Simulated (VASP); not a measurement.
Input of a VASP 6.6.1 run:

The input INCAR:

```
PREC = Accurate ; ENCUT = 520
EDIFF = 1E-7 ; ISMEAR = 0
SIGMA = 0.05 ; LREAL = F
LASPH = T ; NELM = 60
ALGO = Normal ; ISIF = 2
LWAVE = F ; LCHARG = F
GGA = CA ; NBANDS = 11
```

File KPOINTS:

```
Automatic mesh
0
Gamma
  12 12 12
```

File POSCAR:

```
C
1.0
    0.0000000000      1.8485090126      1.8045144981
    1.8485090126      0.0000000000      1.8045144981
    1.8485090126      1.8485090126      0.0000000000
C
2
Direct
    0.5000000000      0.5000000000      0.5000000000
    0.7500000000      0.7500000000      0.7500000000
```

Potentials or basis: VASP PAW LDA potentials, release 64 (C).

Launch:

```bash
$ cat potpaw_LDA.64/C/POTCAR > POTCAR
$ mpirun -np 1 vasp_std > vasp.out
```

Task: Predict the pressure.

Result: -41.8 GPa.

Task: Predict the band gap on the k mesh.

Result: 3.35 eV, indirect (least direct gap 4.90 eV).

Stress tensor (GPa, compression positive):
```
-48.44   0.00   0.00
  0.00 -48.44   0.00
  0.00   0.00 -28.61
```

 A k mesh can miss the band edges.
